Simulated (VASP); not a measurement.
# W (Immm) in VASP: a series of runs, part 2 of 2

VASP 6.6.1. Earlier steps stand in the parts before.

### 3 Single point, r2SCAN (strain +0.0375 x Voigt [1, -1, 0, 0, 0, 0])

Input file POSCAR:

```
W
1.0
   -1.6571987500      1.5374012500      1.5973000000
    1.6571987500     -1.5374012500      1.5973000000
    1.6571987500      1.5374012500     -1.5973000000
W
1
Direct
    0.0000000000      0.0000000000      0.0000000000
```

Input file INCAR.step1:

```
ALGO = Normal
EDIFF = 1E-4
ENCUT = 520
GGA = PE
ISMEAR = 0
LASPH = True
LCHARG = False
LREAL = False
LWAVE = True
NBANDS = 13
NELM = 60
PREC = Accurate
SIGMA = 0.15
```

Input file INCAR.step2:

```
ALGO = Normal
EDIFF = 1E-6
ENCUT = 520
ISIF = 2
ISMEAR = 0
ISTART = 1
LASPH = True
LCHARG = True
LELF = True
LMIXTAU = True
LREAL = False
LVHAR = True
LWAVE = False
METAGGA = R2SCAN
NBANDS = 13
NELM = 60
PREC = Accurate
SIGMA = 0.15
```

Input file KPOINTS:

```
k-points
0
Gamma
  20 20 20
```

Potentials or basis: VASP PAW PBE potentials, release 64 (W_sv).

Run with:

```
cat potpaw_PBE.64/W_sv/POTCAR > POTCAR
cp INCAR.step1 INCAR
mpirun -np 1 vasp_std > vasp.out
cp INCAR.step2 INCAR
mpirun -np 1 vasp_std > vasp.out
```

OUTCAR:

```text
EDIFF = 1E-6
   ENCUT = 520
   ISIF = 2
   ISMEAR = 0
   ISTART = 1
   LASPH = True
   LREAL = False
   METAGGA = R2SCAN
   NELM = 60
   PREC = Accurate

 ion  position               nearest neighbor table
   1  0.000  0.000  0.000-

  LATTYP: Found a body centered orthorhombic cell.
 ALAT       =     3.0748025000
 B/A-ratio  =     1.0389610390
 C/A-ratio  =     1.0779220779

  Lattice vectors:

 A1 = (  -1.6571987500,  -1.5374012500,  -1.5973000000)
 A2 = (  -1.6571987500,   1.5374012500,   1.5973000000)
 A3 = (   1.6571987500,   1.5374012500,  -1.5973000000)

Analysis of symmetry for initial positions (statically):
=====================================================================
 Subroutine PRICEL returns:
 Original cell was already a primitive cell.

 Routine SETGRP: Setting up the symmetry group for a
 body centered orthorhombic supercell.

 Subroutine GETGRP returns: Found  8 space group operations
 (whereof  8 operations were pure point group operations)
 out of a pool of  8 trial point group operations.

The static configuration has the point symmetry D_2h.

Analysis of symmetry for dynamics (positions and initial velocities):
=====================================================================
 Subroutine PRICEL returns:
 Original cell was already a primitive cell.

 Routine SETGRP: Setting up the symmetry group for a
 body centered orthorhombic supercell.

 Subroutine GETGRP returns: Found  8 space group operations
 (whereof  8 operations were pure point group operations)
 out of a pool of  8 trial point group operations.

The dynamic configuration has the point symmetry D_2h.

 Subroutine INISYM returns: Found  8 space group operations
 (whereof  8 operations are pure point group operations),
 and found     1 'primitive' translations

----------------------------------------------------------------------------------------

                                     Primitive cell

[... 115 lines left out ...]
   AEXX    =    0.0000 exact exchange contribution
   IVDW    =     0    specifies the selected vdW correction
   LEPSILON=     F    determine dielectric tensor
   LRPA    =     F    only Hartree local field effects (RPA)
 non-spin polarized calculation
 Gauss-broadening in eV      SIGMA  =   0.15
  energy-cutoff  :      520.00
  volume of cell :       16.28
 maximum number of plane-waves:       454
 NGX is ok and might be reduce to    24
   NGX = 11   NGY = 11   NGZ = 11

 number of electron      14.0000000 magnetization

 Free energy of the ion-electron system (eV)
  ---------------------------------------------------
  ext. energy  EPLUGINS =         0.00000000
  ---------------------------------------------------
  free energy    TOTEN  =       -51.30355410 eV

  energy without entropy =      -51.29909424  energy(sigma->0) =      -51.30132417

 E-fermi :  10.9256     XC(G=0): -14.7873

 val. band max:       10.9233891832   @ k =   0.4000   0.0500   0.0500
 cond. band min:      10.9272466911   @ k =   0.5000   0.5000   0.0500
 fundamental gap:      0.0038575079
 Fermi energy:        10.9255997820

 k-point     1 :       0.0000    0.0000    0.0000
  band No.  band energies     occupation
      1     -65.2397      2.00000
      2     -28.1530      2.00000
      3     -28.1469      2.00000
      4     -28.1199      2.00000
      5       0.9317      2.00000
      6       9.1846      2.00000
      7       9.7512      2.00000
      8      10.2174      2.00000
      9      12.7667      0.00000
     10      13.9467      0.00000
     11      25.4176      0.00000
     12      26.1244      0.00000
     13      26.9552      0.00000
[... 354 lines left out ...]
  band No.  band energies     occupation
      1     -65.1195      2.00000
      2     -29.2087      2.00000
      3     -28.5352      2.00000
      4     -28.1920      2.00000
      5       4.6414      2.00000
      6       7.1410      2.00000
      7       9.9285      2.00000
      8      13.5182      0.00000
      9      14.4479      0.00000
     10      15.3545      0.00000
     11      24.1506      0.00000
     12      24.5801      0.00000
     13      29.6942      0.00000

 [... further k-points ...]

------------------------ aborting loop because EDIFF is reached ----------------------------------------

  FORCE on cell =-STRESS in cart. coord.  units (eV):
  Direction    XX          YY          ZZ          XY          YZ          ZX
  --------------------------------------------------------------------------------------
  -------------------------------------------------------------------------------------
  Total       -1.7450149      0.7686287     -0.6194024      0.0000000      0.0000000      0.0000000
  in kB     -171.7518502     75.6517341    -60.9642436      0.0000000      0.0000000      0.0000000
  external PRESSURE =     -52.3547866 kB  Pullay stress =       0.0000000 kB

 VOLUME and BASIS-vectors are now :
 -----------------------------------------------------------------------------
  energy-cutoff  :      520.00
  volume of cell :       16.28
      direct lattice vectors                 reciprocal lattice vectors
    -1.657198750  1.537401250  1.597300000     0.000000000  0.325224140  0.313028235
     1.657198750 -1.537401250  1.597300000     0.301713962  0.000000000  0.313028235
     1.657198750  1.537401250 -1.597300000     0.301713962  0.325224140  0.000000000

 POSITION                                       TOTAL-FORCE (eV/Angst)
 -----------------------------------------------------------------------------------
      0.00000      0.00000      0.00000        -0.000000      0.000000      0.000000
 -----------------------------------------------------------------------------------
    total drift:                                0.000000      0.000000     -0.000000

  FREE ENERGIE OF THE ION-ELECTRON SYSTEM (eV)
  ---------------------------------------------------
  free  energy   TOTEN  =       -51.3035541021 eV

  energy  without entropy=      -51.2990942400  energy(sigma->0) =      -51.30132417
```

Wall time 7.5 min (1 thread of Intel Xeon Platinum 8488C (Sapphire Rapids), shared host); peak memory 0.34 GiB.

What came out:

* Free energy: -51.3036 eV
* Pressure: -5.2 GPa
* Band gap on the k mesh: zero (bands 7 and 8 overlap by 6.05 eV)

Stress tensor (GPa, compression positive):
```
-17.18   0.00   0.00
  0.00   7.57   0.00
  0.00   0.00  -6.10
```

Caveat: the cell differs from its parent crystal (strain +0.0375 x Voigt [1, -1, 0, 0, 0, 0]); the stress differs along the axes, from -17 to 8 GPa; the PAW data sets were made with another functional, which shifts forces and pressure a little; spin-orbit coupling is left out, which moves the levels of the heavy elements.
